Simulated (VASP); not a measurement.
# SiNi2 (P6_3/mmc) in VASP: further runs, part 3 of 3

VASP 6.6.1. The steps go on from the part before.

**6. Single point, r2SCAN (strain -0.030 along x and y, -0.030 along z)**

POSCAR reads:

```
SiNi2
1.0
    3.7534591383      0.0000000000      0.0000000000
   -1.8767295691      3.2505909658      0.0000000000
    0.0000000000      0.0000000000      4.7790068355
Si Ni
2 4
Direct
    0.3333333333      0.6666666667      0.7500000000
    0.6666666667      0.3333333333      0.2500000000
    0.0000000000      0.0000000000      0.0000000000
    0.0000000000      0.0000000000      0.5000000000
    0.3333333333      0.6666666667      0.2500000000
    0.6666666667      0.3333333333      0.7500000000
```

INCAR.step1 reads:

```
SYSTEM = SiNi2
ALGO = Normal
EDIFF = 1E-4
ENCUT = 520
GGA = PE
ISMEAR = 0
LASPH = .TRUE.
LCHARG = .FALSE.
LREAL = .FALSE.
LWAVE = .TRUE.
NBANDS = 33
NELM = 80
PREC = Accurate
SIGMA = 0.15
```

INCAR.step2 reads:

```
SYSTEM = SiNi2
ALGO = Normal
EDIFF = 1E-6
ENCUT = 520
ISIF = 2
ISMEAR = 0
ISTART = 1
LASPH = .TRUE.
LCHARG = .FALSE.
LMIXTAU = .TRUE.
LREAL = .FALSE.
LWAVE = .FALSE.
METAGGA = R2SCAN
NBANDS = 33
NELM = 80
PREC = Accurate
SIGMA = 0.15
```

KPOINTS reads:

```
k-points
0
G
  12 12 10
  0 0 0
```

Potentials or basis: VASP PAW PBE potentials, release 64 (Si, Ni).

The run is started by

```
> cat potpaw_PBE.64/Si/POTCAR potpaw_PBE.64/Ni/POTCAR > POTCAR
> cp INCAR.step1 INCAR
> mpirun -np 1 vasp_std > vasp.out
> cp INCAR.step2 INCAR
> mpirun -np 1 vasp_std > vasp.out
```

OUTCAR:

```text
SYSTEM = SiNi2
   EDIFF = 1E-6
   ENCUT = 520
   ISIF = 2
   ISMEAR = 0
   ISTART = 1
   LASPH = .TRUE.
   LREAL = .FALSE.
   METAGGA = R2SCAN
   NELM = 80
   PREC = Accurate

 ion  position               nearest neighbor table
   1  0.333  0.667  0.750-   6 2.17   6 2.17   6 2.17   5 2.39   5 2.39   3 2.47   4 2.47   4 2.47
                             3 2.47   4 2.47   3 2.47
   2  0.667  0.333  0.250-   5 2.17   5 2.17   5 2.17   6 2.39   6 2.39   3 2.47   4 2.47   3 2.47
                             4 2.47   3 2.47   4 2.47
   3  0.000  0.000  0.000-   4 2.39   4 2.39   1 2.47   5 2.47   6 2.47   2 2.47   1 2.47   5 2.47
                             2 2.47   6 2.47   2 2.47   6 2.47   1 2.47   5 2.47
   4  0.000  0.000  0.500-   3 2.39   3 2.39   1 2.47   5 2.47   6 2.47   2 2.47   1 2.47   5 2.47
                             2 2.47   6 2.47   2 2.47   6 2.47   1 2.47   5 2.47
   5  0.333  0.667  0.250-   2 2.17   2 2.17   2 2.17   1 2.39   1 2.39   3 2.47   4 2.47   4 2.47
                             3 2.47   4 2.47   3 2.47
   6  0.667  0.333  0.750-   1 2.17   1 2.17   1 2.17   2 2.39   2 2.39   3 2.47   4 2.47   3 2.47
                             4 2.47   3 2.47   4 2.47

  LATTYP: Found a hexagonal cell.
 ALAT       =     3.7534591383
 C/A-ratio  =     1.2732273509

  Lattice vectors:

 A1 = (   3.7534591383,   0.0000000000,   0.0000000000)
 A2 = (  -1.8767295691,   3.2505909658,   0.0000000000)
 A3 = (   0.0000000000,   0.0000000000,   4.7790068355)

Analysis of symmetry for initial positions (statically):
=====================================================================
 Subroutine PRICEL returns:
 Original cell was already a primitive cell.

 Routine SETGRP: Setting up the symmetry group for a
 hexagonal supercell.

 Subroutine GETGRP returns: Found 24 space group operations
 (whereof 12 operations were pure point group operations)
 out of a pool of 24 trial point group operations.

The static configuration has the point symmetry D_3d.
 The point group associated with its full space group is D_6h.

[... 143 lines left out ...]
  Fermi-wavevector in a.u.,A,eV,Ry     =   1.534304  2.899414 32.029313  2.354088
  Thomas-Fermi vector in A             =   2.641250
   LORBIT       =      0    0 simple, 1 ext, 2 COOP (PROOUT), +10 PAW based schemes
   METAGGA = R2SCAN    functional components
   LHFCALC =     F    Hartree Fock is set to
   AEXX    =    0.0000 exact exchange contribution
   IVDW    =     0    specifies the selected vdW correction
   LEPSILON=     F    determine dielectric tensor
   LRPA    =     F    only Hartree local field effects (RPA)
 non-spin polarized calculation
 Gauss-broadening in eV      SIGMA  =   0.15
  energy-cutoff  :      520.00
  volume of cell :       58.31
 maximum number of plane-waves:      1608
 NGX is ok and might be reduce to    28
   NGX = 13   NGY = 13   NGZ = 17

 number of electron      47.9999965 magnetization

 Free energy of the ion-electron system (eV)
  ---------------------------------------------------
  ext. energy  EPLUGINS =         0.00000000
  ---------------------------------------------------
  free energy    TOTEN  =       -67.84531727 eV

  energy without entropy =      -67.81053663  energy(sigma->0) =      -67.82792695

 E-fermi :  12.8277     XC(G=0): -14.7182

 val. band max:       12.8258398755   @ k =   0.2500  -0.0000   0.1000
 cond. band min:      12.8319790342   @ k =   0.1667   0.0833   0.2000
 fundamental gap:      0.0061391587
 Fermi energy:        12.8276904383

 k-point     1 :       0.0000    0.0000    0.0000
  band No.  band energies     occupation
      1      -1.3886      2.00000
      2       3.7686      2.00000
      3       5.2704      2.00000
      4       6.7495      2.00000
      5       6.7495      2.00000
      6       8.1568      2.00000
[... 853 lines left out ...]
     32      20.9282      0.00000
     33      21.9790      0.00000

 [... further k-points ...]

------------------------ aborting loop because EDIFF is reached ----------------------------------------

  FORCE on cell =-STRESS in cart. coord.  units (eV):
  Direction    XX          YY          ZZ          XY          YZ          ZX
  --------------------------------------------------------------------------------------
  -------------------------------------------------------------------------------------
  Total       10.0655615     10.0655615      8.5029624      0.0000000      0.0000000      0.0000000
  in kB      276.5775476    276.5775476    233.6410624      0.0000000      0.0000000      0.0000000
  external PRESSURE =     262.2653859 kB  Pullay stress =       0.0000000 kB

 VOLUME and BASIS-vectors are now :
 -----------------------------------------------------------------------------
  energy-cutoff  :      520.00
  volume of cell :       58.31
      direct lattice vectors                 reciprocal lattice vectors
     3.753459138  0.000000000  0.000000000     0.266420910  0.153818184  0.000000000
    -1.876729569  3.250590966  0.000000000     0.000000000  0.307636368  0.000000000
     0.000000000  0.000000000  4.779006835     0.000000000  0.000000000  0.209248498

 POSITION                                       TOTAL-FORCE (eV/Angst)
 -----------------------------------------------------------------------------------
     -0.00000      2.16706      3.58426         0.000000      0.000000      0.000000
      1.87673      1.08353      1.19475         0.000000     -0.000000      0.000000
      0.00000      0.00000      0.00000         0.000000      0.000000      0.000000
      0.00000      0.00000      2.38950         0.000000      0.000000      0.000000
     -0.00000      2.16706      1.19475        -0.000000      0.000000      0.000000
      1.87673      1.08353      3.58426         0.000000     -0.000000      0.000000
 -----------------------------------------------------------------------------------
    total drift:                                0.000000     -0.000000      0.000000

  FREE ENERGIE OF THE ION-ELECTRON SYSTEM (eV)
  ---------------------------------------------------
  free  energy   TOTEN  =       -67.8453172679 eV

  energy  without entropy=      -67.8105366340  energy(sigma->0) =      -67.82792695
```

OUTCAR.step1:

```text
SYSTEM = SiNi2
   EDIFF = 1E-4
   ENCUT = 520
   GGA = PE
   ISMEAR = 0
[... 1110 lines left out ...]
      0.00000      0.00000      0.00000         0.000000      0.000000      0.000000
      0.00000      0.00000      2.38950         0.000000      0.000000      0.000000
     -0.00000      2.16706      1.19475         0.000000     -0.000000      0.000000
      1.87673      1.08353      3.58426         0.000000      0.000000      0.000000
 -----------------------------------------------------------------------------------
    total drift:                                0.000000     -0.000000      0.000000

  FREE ENERGIE OF THE ION-ELECTRON SYSTEM (eV)
  ---------------------------------------------------
  free  energy   TOTEN  =       -35.0323432539 eV

  energy  without entropy=      -34.9963269840  energy(sigma->0) =      -35.01433512
```

OSZICAR.step1:

```text
N       E                     dE             d eps       ncg     rms          rms(c)
DAV:   1     0.327950195934E+03    0.32795E+03   -0.20827E+04  7604   0.193E+03
DAV:   2    -0.156676796569E+02   -0.34362E+03   -0.32392E+03  7541   0.377E+02
DAV:   3    -0.396689509123E+02   -0.24001E+02   -0.22821E+02  8194   0.126E+02
DAV:   4    -0.402919314806E+02   -0.62298E+00   -0.61948E+00  9175   0.187E+01
DAV:   5    -0.403131794179E+02   -0.21248E-01   -0.21240E-01  9571   0.323E+00    0.269E+01
DAV:   6    -0.402774365855E+02    0.35743E-01   -0.57170E+01  8936   0.123E+02    0.218E+01
DAV:   7    -0.355723171037E+02    0.47051E+01   -0.20264E+01  8626   0.116E+02    0.113E+01
DAV:   8    -0.354767066458E+02    0.95610E-01   -0.71377E+00  8803   0.725E+01    0.810E+00
DAV:   9    -0.350709202155E+02    0.40579E+00   -0.15615E+00 10192   0.369E+01    0.249E+00
DAV:  10    -0.350310851280E+02    0.39835E-01   -0.34951E-01  8768   0.861E+00    0.703E-01
DAV:  11    -0.350326525674E+02   -0.15674E-02   -0.38828E-02  8486   0.251E+00    0.543E-01
DAV:  12    -0.350331137274E+02   -0.46116E-03   -0.58038E-03  8900   0.177E+00    0.371E-01
DAV:  13    -0.350323583937E+02    0.75533E-03   -0.18261E-03  8830   0.136E+00    0.854E-02
DAV:  14    -0.350323432539E+02    0.15140E-04   -0.25241E-04  5436   0.138E-01
   1 F= -.35032343E+02 E0= -.35014335E+02  d E =-.360163E-01
```

It took 21 min on 1 thread of Oxide Virtual Turin-like, shared host; peak memory 0.26 GiB.

Results:

```yaml
Free_energy: -67.8453 eV
Pressure: 26.2 GPa
Band_gap_on_the_k_mesh: zero (bands 24 and 25 overlap by 4.10 eV)
```

Caveat: the cell differs from its parent crystal (strain -0.030 along x and y, -0.030 along z); the cell stands under pressure; the PAW data sets were made with another functional, which shifts forces and pressure a little. Spin polarisation is off, so any magnetic state and its effect on volume and gap are missing.

**7. The runs side by side**

```csv
cell,gap on the mesh (eV),pressure (GPa)
"a = 3.870, b = 3.870, c = 4.853 Å, angles 90.0, 90.0, 120.0°, 6 atoms",none,3.6
"a = 3.812, b = 3.812, c = 5.001 Å, angles 90.0, 90.0, 120.0°, 6 atoms",none,5.3
"a = 3.812, b = 3.812, c = 4.779 Å, angles 90.0, 90.0, 120.0°, 6 atoms",none,15.9
"a = 3.753, b = 3.753, c = 5.001 Å, angles 90.0, 90.0, 120.0°, 6 atoms",none,14.0
"a = 3.753, b = 3.753, c = 4.779 Å, angles 90.0, 90.0, 120.0°, 6 atoms",none,26.2
```

Alike in all rows: task single point; level r2SCAN; potentials or basis VASP PAW PBE potentials, release 64 (Si, Ni); no spin polarisation; k mesh 12 × 12 × 10; cutoff (eV) 520; smearing gaussian 0.15 eV.

Caveats: the PAW data sets were made with another functional, which shifts forces and pressure a little; the cell stands under pressure (at least some runs); the stress differs along the axes, from -1 to 8 GPa (at least some runs); the stress differs along the axes, from 3 to 19 GPa (at least some runs).

Total energies depend on the potentials used, so only differences within one code and one set of settings carry meaning.
